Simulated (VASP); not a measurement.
Ru, 2 atoms in the cell. It takes space group P6_3/mmc (No. 194, hexagonal). The conventional cell has a = 2.787 Å, b = 2.787 Å, c = 4.218 Å, α = 90.00°, β = 90.00°, γ = 120.00°. Ru (site symmetry -6m2) has 12 Ru at 2.65 to 2.79 Å within 3.5 Å.  This cell differs from its parent crystal: strain +0.030 along x and y, -0.015 along z.

* Program: VASP 6.6.1
* Task: single point
* Functional: PBEsol
* Potentials or basis: VASP PAW PBE potentials, release 64 (Ru_pv)
* Cutoff: 520 eV
* k mesh: 24 × 24 × 12
* Occupations: gaussian, width 0.15 eV
* Spin: no spin polarisation
* Dipole correction: no
* Further INCAR settings: ALGO = Fast; EDIFF = 1e-06; NBANDS = 21

Potentials or basis: VASP PAW PBE potentials, release 64 (Ru_pv).

Launch:

```bash
$ cat potpaw_PBE.64/Ru_pv/POTCAR > POTCAR
$ mpirun -np 1 vasp_std > vasp.out
```

Hardware: 1 thread of Intel(R) Xeon(R) Platinum 8259CL CPU @ 2.50GHz (Skylake/Cascade Lake), with other jobs on the host.

**Question.** Estimate the wall time of this run.

**Answer.** Wall time 2.8 min on 1 thread of Intel(R) Xeon(R) Platinum 8259CL CPU @ 2.50GHz (Skylake/Cascade Lake), with other jobs on the host, peak memory 0.31 GiB. Counts: scf iterations 13, k points 427.
